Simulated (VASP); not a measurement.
# Mg (P6_3/mmc) in VASP: single point with PBE+D3(BJ)

Aim: the single point of Mg with PBE+D3(BJ).

Program: VASP 6.6.1. These are calculated values, not measurements. Logs are shortened: lines on timing, memory, paths and dates and some standing lists are left out, and cuts for length are marked.

## Step 1: The cell of the first run

Symmetry: P6_3/mmc, No. 194, hexagonal system. The conventional cell has a = 3.149 Å, b = 3.149 Å, c = 5.055 Å, α = 90.00°, β = 90.00°, γ = 120.00°. Within 4.1 Å of Mg (site symmetry -6m2) lie 12 Mg at 3.11 to 3.15 Å.

## Step 2: Single point, PBE+D3(BJ)

Input file INCAR:

```
  PREC = Accurate
  ENCUT = 520
  EDIFF = 1E-7
  ISMEAR = 0
  SIGMA = 0.1
  LREAL = F
  LASPH = T
  NELM = 100
  ALGO = Normal
  ISIF = 2
  LWAVE = F
  LCHARG = F
  GGA = PE
  IVDW = 12
  NBANDS = 9
```

Input file KPOINTS:

```
regular mesh
0
Gamma
  18 18 8
```

Input file POSCAR:

```
Mg
1.0
    3.1487513689      0.0000000000      0.0000000000
   -1.5743756844      2.7268986757      0.0000000000
    0.0000000000      0.0000000000      5.0545862331
Mg
2
Direct
    0.3333333333      0.6666666667      0.2500000000
    0.6666666667      0.3333333333      0.7500000000
```

Potentials or basis: VASP PAW PBE potentials, release 64 (Mg).

Launch:

```
$ cat potpaw_PBE.64/Mg/POTCAR > POTCAR
$ mpirun -np 1 vasp_std > vasp.out
```

OUTCAR:

```text
PREC = Accurate
   ENCUT = 520
   EDIFF = 1E-7
   ISMEAR = 0
   LREAL = F
   LASPH = T
   NELM = 100
   ISIF = 2
   GGA = PE
   IVDW = 12
 IVDW          = 12

 ion  position               nearest neighbor table
   1  0.333  0.667  0.250-   2 3.11   2 3.11   2 3.11   2 3.11   2 3.11   2 3.11
   2  0.667  0.333  0.750-   1 3.11   1 3.11   1 3.11   1 3.11   1 3.11   1 3.11

  LATTYP: Found a hexagonal cell.
 ALAT       =     3.1487513689
 C/A-ratio  =     1.6052668632

  Lattice vectors:

 A1 = (   3.1487513689,   0.0000000000,   0.0000000000)
 A2 = (  -1.5743756844,   2.7268986757,   0.0000000000)
 A3 = (   0.0000000000,   0.0000000000,   5.0545862331)

Analysis of symmetry for initial positions (statically):
=====================================================================
 Subroutine PRICEL returns:
 Original cell was already a primitive cell.

 Routine SETGRP: Setting up the symmetry group for a
 hexagonal supercell.

 Subroutine GETGRP returns: Found 24 space group operations
 (whereof 12 operations were pure point group operations)
 out of a pool of 24 trial point group operations.

The static configuration has the point symmetry D_3d.
 The point group associated with its full space group is D_6h.

Analysis of symmetry for dynamics (positions and initial velocities):
=====================================================================
 Subroutine PRICEL returns:
 Original cell was already a primitive cell.

 Routine SETGRP: Setting up the symmetry group for a
 hexagonal supercell.

 Subroutine GETGRP returns: Found 24 space group operations
 (whereof 12 operations were pure point group operations)
 out of a pool of 24 trial point group operations.

The dynamic configuration has the point symmetry D_3d.
 The point group associated with its full space group is D_6h.

 Subroutine INISYM returns: Found 24 space group operations
 (whereof 12 operations are pure point group operations),
 and found     1 'primitive' translations

----------------------------------------------------------------------------------------

                                     Primitive cell

  volume of cell :      43.4003

  direct lattice vectors                    reciprocal lattice vectors
     3.148751369  0.000000000  0.000000000     0.317586206  0.183358481  0.000000000
    -1.574375684  2.726898676  0.000000000     0.000000000  0.366716963  0.000000000
     0.000000000  0.000000000  5.054586233     0.000000000  0.000000000  0.197840131

  length of vectors
     3.148751369  3.148751369  5.054586233     0.366716963  0.366716963  0.197840131

  position of ions in fractional coordinates (direct lattice)
     0.333333333  0.666666667  0.250000000
     0.666666667  0.333333333  0.750000000

  ion indices of the primitive-cell ions
   primitive index   ion index
                 1           1
                 2           2

----------------------------------------------------------------------------------------

 KPOINTS: regular mesh

Automatic generation of k-mesh.
 Grid dimensions read from file:
 generate k-points for:   18   18    8

 Generating k-lattice:

  Cartesian coordinates                     Fractional coordinates (reciprocal lattice)
     0.017643678  0.010186582  0.000000000     0.055555556 -0.000000000  0.000000000
     0.000000000  0.020373165  0.000000000     0.000000000  0.055555556  0.000000000
     0.000000000  0.000000000  0.024730016     0.000000000  0.000000000  0.125000000

  Length of vectors
     0.020373165  0.020373165  0.024730016

  Shift w.r.t. Gamma in fractional coordinates (k-lattice)
     0.000000000  0.000000000  0.000000000

 Subroutine IBZKPT returns following result:
 ===========================================

 Found    185 irreducible k-points:

 Following reciprocal coordinates:
            Coordinates               Weight
  0.000000  0.000000  0.000000      1.000000
  0.055556  0.000000  0.000000      6.000000
  0.111111  0.000000  0.000000      6.000000
  0.166667  0.000000  0.000000      6.000000
  0.222222 -0.000000  0.000000      6.000000
  0.277778  0.000000  0.000000      6.000000
[... 16 lines left out ...]
  0.333333  0.111111  0.000000     12.000000
  0.388889  0.111111  0.000000     12.000000
 [... further k-points ...]
   k-points           NKPTS =    185   k-points in BZ     NKDIM =    185   number of bands    NBANDS=      9
   number of dos      NEDOS =    301   number of ions     NIONS =      2
   total plane-waves  NPLWV =  23040
   dimension x,y,z NGX =    24 NGY =   24 NGZ =   40
   dimension x,y,z NGXF=    48 NGYF=   48 NGZF=   80
   ions per type =               2
   NGX,Y,Z   is equivalent  to a cutoff of  12.67, 12.67, 13.16 a.u.
   NGXF,Y,Z  is equivalent  to a cutoff of  25.34, 25.34, 26.31 a.u.
 SYSTEM =  unknown system
   PREC   = accura    normal or accurate (medium, high low for compatibility)
   ISTART =      0    job   : 0-new  1-cont  2-samecut
   ICHARG =      2    charge: 1-file 2-atom 10-const
   ISPIN  =      1    spin polarized calculation?
   LNONCOLLINEAR =      F non collinear calculations
   LSORBIT =      F    spin-orbit coupling
   LASPH  =      T    aspherical Exc in radial PAW
   ENCUT  =  520.0 eV  38.22 Ry    6.18 a.u.   5.85  5.85  9.40*2*pi/ulx,y,z
   NELM   =    100;   NELMIN=  2; NELMDL= -5     # of ELM steps
   EDIFF  = 0.1E-06   stopping-criterion for ELM
   LREAL  =      F    real-space projection
   EDIFFG = 0.1E-05   stopping-criterion for IOM
   NSW    =      0    number of steps for IOM
   IBRION =     -1    ionic relax: 0-MD 1-quasi-New 2-CG
   NFREE  =      0    steps in history (QN), initial steepest desc. (CG)
   ISIF   =      2    stress and relaxation
   ISYM   =      2    0-nonsym 1-usesym 2-fastsym
   POTIM  = 0.5000    time-step for ionic-motion
   TEBEG  =    0.0;   TEEND  =   0.0 temperature during run
   PSTRESS=    0.0 pullay stress
   NELECT =       4.0000    total number of electrons
   NUPDOWN=      -1.0000    fix difference up-down
   EMIN   =  10.00;   EMAX   =-10.00  energy-range for DOS
   EFERMI =   0.00;   METHOD = LEGACY
   ISMEAR =     0;   SIGMA  =   0.10  broadening in eV -4-tet -1-fermi 0-gaus
   EFERMI_NEDOS =   21; number of points for ismear=-14 and -15
   IALGO  =     38    algorithm
   IMIX   =      4    mixing-type and parameters
     AMIX     =   0.40;   BMIX     =  1.00
     AMIX_MAG =   1.60;   BMIX_MAG =  1.00
  volume/ion in A,a.u.               =      21.70       146.44
  Fermi-wavevector in a.u.,A,eV,Ry     =   0.739487  1.397428  7.440222  0.546841
  Thomas-Fermi vector in A             =   1.833661
   LORBIT       =      0    0 simple, 1 ext, 2 COOP (PROOUT), +10 PAW based schemes
   GGA     = PE    functional components
   LHFCALC =     F    Hartree Fock is set to
   AEXX    =    0.0000 exact exchange contribution
   IVDW    =    12    specifies the selected vdW correction
   LEPSILON=     F    determine dielectric tensor
   LRPA    =     F    only Hartree local field effects (RPA)
 non-spin polarized calculation
 Gauss-broadening in eV      SIGMA  =   0.10
  energy-cutoff  :      520.00
  volume of cell :       43.40
 maximum number of plane-waves:      1194
 NGX is ok and might be reduce to    24
   NGX = 11   NGY = 11   NGZ = 19

 number of electron       4.0000000 magnetization

 Free energy of the ion-electron system (eV)
  ---------------------------------------------------
  ext. energy  EPLUGINS =         0.00000000
  ---------------------------------------------------
  free energy    TOTEN  =        -3.00142986 eV

  energy without entropy =       -2.99731280  energy(sigma->0) =       -2.99937133

 E-fermi :   2.9425     XC(G=0):  -8.6668

 val. band max:        2.9359192343   @ k =   0.2778   0.1667   0.1250
 cond. band min:       2.9530738386   @ k =   0.5000   0.0000   0.3750
 fundamental gap:      0.0171546043
 Fermi energy:         2.9425495661

 k-point     1 :       0.0000    0.0000    0.0000
  band No.  band energies     occupation
      1      -4.2437      2.00000
      2       1.2192      2.00000
      3       1.8030      2.00000
      4      14.0800      0.00000
      5      14.0800      0.00000
      6      14.2837      0.00000
      7      14.2837      0.00000
      8      15.1470      0.00000
      9      16.7632      0.00000

 k-point     2 :       0.0556    0.0000    0.0000
  band No.  band energies     occupation
      1      -4.1810      2.00000
      2       1.2760      2.00000
      3       1.8635      2.00000
      4      12.6607      0.00000
      5      13.3003      0.00000
      6      14.0992      0.00000
      7      15.1487      0.00000
      8      15.8652      0.00000
      9      17.4385      0.00000

 k-point     3 :       0.1111    0.0000    0.0000
  band No.  band energies     occupation
      1      -3.9933      2.00000
      2       1.4464      2.00000
      3       2.0439      2.00000
      4      10.9125      0.00000
      5      12.5261      0.00000
      6      13.3113      0.00000
      7      15.7729      0.00000
      8      16.1275      0.00000
      9      16.1412      0.00000

 k-point     4 :       0.1667    0.0000    0.0000
  band No.  band energies     occupation
      1      -3.6814      2.00000
      2       1.7306      2.00000
      3       2.3402      2.00000
      4       9.2032      0.00000
      5      11.8532      0.00000
      6      12.4502      0.00000
      7      14.0776      0.00000
      8      15.2803      0.00000
      9      16.5314      0.00000
[... 205 lines left out ...]
 k-point    22 :       0.2778    0.1111    0.0000
  band No.  band energies     occupation
      1      -1.8322      2.00000
      2       3.4396      0.00000
      3       3.7328      0.00000
      4       5.0814      0.00000
      5       7.7995      0.00000
      6       9.6371      0.00000
      7      10.8042      0.00000
      8      12.7831      0.00000
      9      13.8859      0.00000

 k-point    23 :       0.3333    0.1111    0.0000
  band No.  band energies     occupation
      1      -1.0430      2.00000
      2       3.0887      0.03871
      3       4.1813      0.00000
      4       5.0972      0.00000
      5       7.4247      0.00000
      6       8.3229      0.00000
      7       9.7395      0.00000
      8      12.4836      0.00000
      9      13.6431      0.00000

 k-point    24 :       0.3889    0.1111    0.0000
  band No.  band energies     occupation
      1      -0.1422      2.00000
      2       1.9619      2.00000
      3       5.0347      0.00000
      4       5.7438      0.00000
      5       7.0376      0.00000
      6       7.1240      0.00000
      7       8.9344      0.00000
      8      12.3049      0.00000
      9      13.4945      0.00000

 [... further k-points ...]

------------------------ aborting loop because EDIFF is reached ----------------------------------------

 Edisp (eV)   -0.59978

 E8    (eV) :    -0.2627

  FORCE on cell =-STRESS in cart. coord.  units (eV):
  Direction    XX          YY          ZZ          XY          YZ          ZX
  --------------------------------------------------------------------------------------
  -------------------------------------------------------------------------------------
  Total      -0.03006    -0.03006    -0.03606    -0.00000     0.00000     0.00000
  in kB      -1.10970    -1.10970    -1.33109    -0.00000     0.00000     0.00000
  external pressure =       -1.18 kB  Pullay stress =        0.00 kB

 VOLUME and BASIS-vectors are now :
 -----------------------------------------------------------------------------
  energy-cutoff  :      520.00
  volume of cell :       43.40
      direct lattice vectors                 reciprocal lattice vectors
     3.148751369  0.000000000  0.000000000     0.317586206  0.183358481  0.000000000
    -1.574375684  2.726898676  0.000000000     0.000000000  0.366716963  0.000000000
     0.000000000  0.000000000  5.054586233     0.000000000  0.000000000  0.197840131

 POSITION                                       TOTAL-FORCE (eV/Angst)
 -----------------------------------------------------------------------------------
     -0.00000      1.81793      1.26365        -0.000000      0.000000      0.000000
      1.57438      0.90897      3.79094         0.000000     -0.000000      0.000000
 -----------------------------------------------------------------------------------
    total drift:                                0.000000     -0.000000      0.000000

  FREE ENERGIE OF THE ION-ELECTRON SYSTEM (eV)
  ---------------------------------------------------
  free  energy   TOTEN  =        -3.6012108101 eV

  energy  without entropy=       -3.5970937489  energy(sigma->0) =       -3.59915228
```

Wall time 27 s (1 thread of Intel Xeon Platinum 8488C (Sapphire Rapids), shared host); peak memory 0.21 GiB.

What came out:

```
Free energy                : -3.6012 eV
Pressure                   : -0.1 GPa
Band gap on the k mesh     : zero (band 2 reaches 3.95 eV, above the bottom of band 3 at 1.80 eV)
Dispersion energy per atom : -0.300 eV
```

Levels at points of the mesh, in eV from the Fermi level:
```csv
k point,band 1,band 2,band 3,band 4,band 5,band 6,band 7
"(0.00, 0.00, 0.00)",-7.19,-1.72,-1.14,11.14,11.14,11.34,11.34
"(0.50, 0.00, 0.00)",-2.28,-2.23,2.76,3.06,3.52,3.87,7.05
"(0.00, 0.00, 0.50)",-5.72,-5.72,5.37,5.37,11.90,11.90,11.90
"(0.50, 0.00, 0.50)",-1.18,-1.18,-0.45,-0.45,8.22,8.22,8.27
```

Caveat: pairwise dispersion overbinds metals, which lowers pressure and volume.
